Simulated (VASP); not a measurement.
# B8N7 (a cell with a defect) in VASP: a series of runs

Runs on B8N7 (a cell with a defect). Level: LDA. Tasks: single point.

Everything below comes from runs of VASP 6.6.1. Logs are shortened: lines on timing, memory, paths and dates and some standing lists are left out, and cuts for length are marked.

### Step 1. The cell of the first run

The cell holds a defect, 15 atoms: a = 4.877 Å, b = 4.877 Å, c = 5.045 Å, α = 104.99°, β = 104.99°, γ = 117.71°.

### Step 2. Single point, LDA

Contents of INCAR:

```
SYSTEM = B8N7
PREC = Accurate ; ENCUT = 520
EDIFF = 1E-7 ; ISMEAR = 0
SIGMA = 0.05 ; LREAL = Auto
LASPH = .True. ; NELM = 80
ALGO = Normal ; ISIF = 2
LWAVE = .False. ; LCHARG = .False.
NBANDS = 42 ; NELECT = 56.0
```

Contents of KPOINTS:

```
regular mesh
0
Gamma
  6 6 6
  0 0 0
```

Contents of POSCAR:

```
B8N7
1.0
   -1.2613598139     -2.1847392842      4.1742962428
   -1.2613598139     -2.1847392842     -4.1742962428
    5.0454392554      0.0000000000      0.0000000000
B N
8 7
Direct
    0.8331929424      0.8334737243      0.1666666667
    0.8331929424      0.8334737243      0.6666666667
    0.3331929424      0.3334737243      0.1666666667
    0.3331929424      0.3334737243      0.6666666667
    0.4165262757      0.9168070576      0.8333333333
    0.4165262757      0.9168070576      0.3333333333
    0.9165262757      0.4168070576      0.8333333333
    0.9165262757      0.4168070576      0.3333333333
    0.6459737243      0.0206929424      0.6666666667
    0.1259484515      0.5006676697      0.1266161212
    0.1459737243      0.5206929424      0.6666666667
    0.2293070576      0.1040262757      0.8333333333
    0.2293070576      0.1040262757      0.3333333333
    0.7293070576      0.6040262757      0.8333333333
    0.7293070576      0.6040262757      0.3333333333
```

Potentials or basis: VASP PAW LDA potentials, release 64 (B, N).

On the command line:

```console
$ cat potpaw_LDA.64/B/POTCAR potpaw_LDA.64/N/POTCAR > POTCAR
$ mpirun -np 1 vasp_std > vasp.out
```

OUTCAR:

```text
SYSTEM = B8N7
   PREC = Accurate
   ENCUT = 520
   EDIFF = 1E-7
   ISMEAR = 0
   LREAL = Auto
   LASPH = .True.
   NELM = 80
   ISIF = 2
   NELECT = 56.0

 ion  position               nearest neighbor table
   1  0.833  0.833  0.167-  13 1.55  15 1.55  14 1.55
   2  0.833  0.833  0.667-  12 1.55  14 1.55  15 1.55   9 1.56
   3  0.333  0.333  0.167-  15 1.55  13 1.55  12 1.55  10 1.57
   4  0.333  0.333  0.667-  14 1.55  12 1.55  13 1.55  11 1.56
   5  0.417  0.917  0.833-  11 1.55   9 1.55  12 1.56
   6  0.417  0.917  0.333-   9 1.55  13 1.56  10 1.64
   7  0.917  0.417  0.833-  10 1.38   9 1.55  11 1.55  14 1.56
   8  0.917  0.417  0.333-  11 1.55  15 1.56  10 1.64
   9  0.646  0.021  0.667-   7 1.55   5 1.55   6 1.55   2 1.56
  10  0.126  0.501  0.127-   7 1.38   3 1.57   6 1.64   8 1.64
  11  0.146  0.521  0.667-   5 1.55   7 1.55   8 1.55   4 1.56
  12  0.229  0.104  0.833-   2 1.55   4 1.55   3 1.55   5 1.56
  13  0.229  0.104  0.333-   1 1.55   3 1.55   4 1.55   6 1.56
  14  0.729  0.604  0.833-   4 1.55   2 1.55   1 1.55   7 1.56
  15  0.729  0.604  0.333-   3 1.55   1 1.55   2 1.55   8 1.56

  LATTYP: Found a face centered orthorhombic cell.
 ALAT       =     5.0454392554
 B/A-ratio  =     1.6546810026
 C/A-ratio  =     1.7320508075

  Lattice vectors:

 A1 = (   3.7840794415,  -2.1847392842,  -4.1742962428)
 A2 = (   2.5227196276,  -4.3694785684,   0.0000000000)
 A3 = (  -1.2613598139,  -2.1847392842,  -4.1742962428)

Analysis of symmetry for initial positions (statically):
=====================================================================
 Subroutine PRICEL returns:
 Original cell was already a primitive cell.

 Routine SETGRP: Setting up the symmetry group for a
 face centered orthorhombic supercell.

 Subroutine GETGRP returns: Found  2 space group operations
 (whereof  1 operations were pure point group operations)
 out of a pool of  8 trial point group operations.

The static configuration has the point symmetry C_1 .
 The point group associated with its full space group is C_1h.

Analysis of symmetry for dynamics (positions and initial velocities):
=====================================================================
 Subroutine PRICEL returns:
 Original cell was already a primitive cell.

 Routine SETGRP: Setting up the symmetry group for a
 face centered orthorhombic supercell.

 Subroutine GETGRP returns: Found  2 space group operations
 (whereof  1 operations were pure point group operations)
[... 145 lines left out ...]
   EFERMI_NEDOS =   21; number of points for ismear=-14 and -15
   IALGO  =     38    algorithm
   IMIX   =      4    mixing-type and parameters
     AMIX     =   0.40;   BMIX     =  1.00
     AMIX_MAG =   1.60;   BMIX_MAG =  1.00
  volume/ion in A,a.u.               =       6.14        41.40
  Fermi-wavevector in a.u.,A,eV,Ry     =   1.387289  2.621596 26.185368  1.924570
  Thomas-Fermi vector in A             =   2.511524
   LORBIT       =      0    0 simple, 1 ext, 2 COOP (PROOUT), +10 PAW based schemes
   GGA     = CA    functional components
   LHFCALC =     F    Hartree Fock is set to
   AEXX    =    0.0000 exact exchange contribution
   IVDW    =     0    specifies the selected vdW correction
   LEPSILON=     F    determine dielectric tensor
   LRPA    =     F    only Hartree local field effects (RPA)
 non-spin polarized calculation
 Gauss-broadening in eV      SIGMA  =   0.05
  energy-cutoff  :      520.00
  volume of cell :       92.03
 maximum number of plane-waves:      2504
   NGX = 19   NGY = 19   NGZ = 19

 number of electron      55.9999998 magnetization

 Free energy of the ion-electron system (eV)
  ---------------------------------------------------
  ext. energy  EPLUGINS =         0.00000000
  ---------------------------------------------------
  free energy    TOTEN  =      -159.70047618 eV

  energy without entropy =     -159.69533218  energy(sigma->0) =     -159.69790418

 E-fermi :   5.7523     XC(G=0): -12.6051

 val. band max:        5.7453331771   @ k =  -0.1667   0.5000   0.0000
 cond. band min:       5.7548418780   @ k =  -0.3333   0.1667   0.0000
 fundamental gap:      0.0095087009
 Fermi energy:         5.7523053936

 k-point     1 :       0.0000    0.0000    0.0000
  band No.  band energies     occupation
      1     -12.7987      2.00000
      2      -9.0170      2.00000
      3      -8.5920      2.00000
      4      -8.2887      2.00000
      5      -8.2410      2.00000
      6      -8.1281      2.00000
[... 1021 lines left out ...]
     39      17.0951      0.00000
     40      17.4713      0.00000

 [... further k-points ...]

 [bands above 40 left out]

------------------------ aborting loop because EDIFF is reached ----------------------------------------

  FORCE on cell =-STRESS in cart. coord.  units (eV):
  Direction    XX          YY          ZZ          XY          YZ          ZX
  --------------------------------------------------------------------------------------
  -------------------------------------------------------------------------------------
  Total      -34.6831484    -37.7936530    -37.6643633     -2.6937761     -1.0833961      1.8764971
  in kB     -603.8335422   -657.9874220   -655.7364884    -46.8986357    -18.8619233     32.6698098
  external PRESSURE =    -639.1858175 kB  Pullay stress =       0.0000000 kB

 VOLUME and BASIS-vectors are now :
 -----------------------------------------------------------------------------
  energy-cutoff  :      520.00
  volume of cell :       92.03
      direct lattice vectors                 reciprocal lattice vectors
    -1.261359814 -2.184739284  4.174296243     0.000000000 -0.228860260  0.119780670
    -1.261359814 -2.184739284 -4.174296243     0.000000000 -0.228860260 -0.119780670
     5.045439255  0.000000000  0.000000000     0.198198799 -0.114430130  0.000000000

 POSITION                                       TOTAL-FORCE (eV/Angst)
 -----------------------------------------------------------------------------------
     -1.26136     -3.64123     -0.00117        -0.210734      0.121668      3.797616
      1.26136     -3.64123     -0.00117         0.178149      0.071603     -0.316774
      0.00000     -1.45649     -0.00117        -0.403062      0.232708     -0.378809
      2.52272     -1.45649     -0.00117         0.027064     -0.190083     -0.316774
      2.52272     -2.91299     -2.08832        -3.053622      1.763009     -1.822194
     -0.00000     -2.91299     -2.08832         2.690648      2.459029     -1.282471
      2.52272     -2.91299      2.08598        -2.516416      1.452853     -1.270010
     -0.00000     -2.91299      2.08598        -0.784258     -3.559684     -1.282471
      2.52272     -1.45649      2.61011        -0.836253      0.537552      0.616507
     -0.15155     -1.36899     -1.56419         5.959175     -3.440531      1.537684
      2.52272     -1.45649     -1.56419        -0.883660      0.455440      0.616507
      3.78408     -0.72825      0.52296         0.508018     -0.293304      1.864388
      1.26136     -0.72825      0.52296        -0.625720      0.273169     -0.264625
      2.52272     -2.91299      0.52296         0.500102     -0.288734     -1.233948
     -0.00000     -2.91299      0.52296        -0.549431      0.405304     -0.264625
 -----------------------------------------------------------------------------------
    total drift:                               -0.000301      0.000168      0.001935

  FREE ENERGIE OF THE ION-ELECTRON SYSTEM (eV)
  ---------------------------------------------------
  free  energy   TOTEN  =      -159.7004761843 eV

  energy  without entropy=     -159.6953321837  energy(sigma->0) =     -159.69790418
```

Wall time 6.6 min (1 thread of Intel Xeon Platinum 8488C (Sapphire Rapids), shared host); peak memory 0.28 GiB.

Results:

```yaml
Free_energy: -159.7005 eV
Largest_force: 7.051 eV/Å
```

Forces in eV/Å, atoms in the order of the input:
```
B   -0.211  0.122  3.798
B    0.178  0.072 -0.317
B   -0.403  0.233 -0.379
B    0.027 -0.190 -0.317
B   -3.054  1.763 -1.822
B    2.691  2.459 -1.282
B   -2.516  1.453 -1.270
B   -0.784 -3.560 -1.282
N   -0.836  0.538  0.617
N    5.959 -3.441  1.538
N   -0.884  0.455  0.617
N    0.508 -0.293  1.864
N   -0.626  0.273 -0.265
N    0.500 -0.289 -1.234
N   -0.549  0.405 -0.265
```

Caveat: the cell carries a net charge on a neutralising background, which shifts energy and pressure; the cell differs from its parent crystal (atoms taken out, atom 10 moved 0.000 of the way to it and -0.175 Å across, host rigid); the cell is charged against a uniform background, so pressure and absolute levels hang on convention.

### Step 3. Single point, LDA

Contents of INCAR:

```
SYSTEM = B8N7
PREC     = Accurate       ! precision mode
ENCUT    = 520            ! plane-wave cutoff, eV
EDIFF    = 1E-6           ! SCF threshold, eV
ISMEAR   = 0              ! smearing method
SIGMA    = 0.05           ! smearing width, eV
LREAL    = Auto         
LASPH    = .TRUE.         ! aspherical terms in the spheres
NELM     = 80             ! most SCF steps
ALGO     = Normal         ! electronic algorithm
ISIF     = 2              ! what is computed and relaxed
LWAVE    = .FALSE.        ! write WAVECAR
LCHARG   = .FALSE.        ! write CHGCAR
NELECT   = 56.0         
NBANDS   = 42             ! bands
```

Contents of KPOINTS:

```
Automatic mesh
0
G
  6 6 6
  0 0 0
```

Edit POSCAR of step 2 so:

```diff
@@ -17,3 +17,3 @@
     0.6459737243      0.0206929424      0.6666666667
-    0.1259484515      0.5006676697      0.1266161212
+    0.0858979061      0.4606171242      0.0465150303
     0.1459737243      0.5206929424      0.6666666667
```

Potentials or basis: VASP PAW LDA potentials, release 64 (B, N).

On the command line:

```console
$ cat potpaw_LDA.64/B/POTCAR potpaw_LDA.64/N/POTCAR > POTCAR
$ mpirun -np 1 vasp_std > vasp.out
```

Wall time 5.3 min (1 thread of Intel Xeon Platinum 8488C (Sapphire Rapids), shared host); peak memory 0.28 GiB.

The run converged. Its results:

```
Free energy   : -152.4736 eV
Largest force : 44.491 eV/Å
```

Forces in eV/Å, atoms in the order of the input:
```
B    -0.320   0.185   3.237
B     0.271  -0.027   0.298
B    -1.352   0.780   0.229
B     0.159  -0.222   0.298
B    -2.260   1.305  -1.721
B     1.158   0.932  -1.543
B   -26.720  15.427 -17.711
B    -0.228  -1.469  -1.543
N    -1.503   3.033   0.879
N    35.218 -20.333  18.049
N    -3.378  -0.215   0.879
N     0.079  -0.046   1.928
N    -0.668   0.458  -0.500
N     0.273  -0.158  -2.281
N    -0.730   0.350  -0.500
```

Levels at points of the mesh, in eV from the Fermi level:
```tsv
k point	band 25	band 26	band 27	band 28	band 29	band 30	band 31	band 32
(0.00, 0.00, 0.00)	-1.29	-0.50	0.10	0.60	0.74	5.48	5.48	5.91
(0.50, 0.00, 0.00)	-1.52	-1.25	-0.72	-0.31	0.53	3.57	5.19	5.73
(0.00, 0.50, 0.00)	-1.55	-1.32	-0.95	0.01	0.33	3.65	5.15	5.74
(0.50, 0.50, 0.00)	-1.12	-0.50	0.09	0.19	0.27	3.26	5.37	6.21
(0.00, 0.00, 0.50)	-1.69	-0.84	-0.35	0.01	0.13	3.76	5.57	5.83
(0.50, 0.50, 0.50)	-1.50	-1.31	-1.20	-1.18	0.36	3.40	4.06	5.07
```

Caveat: the cell carries a net charge on a neutralising background, which shifts energy and pressure; the cell differs from its parent crystal (atoms taken out, atom 10 moved 0.000 of the way to it and -0.525 Å across, host rigid); the cell is charged against a uniform background, so pressure and absolute levels hang on convention; atoms lie so close that the PAW spheres overlap strongly, which falsifies energies and pressures.
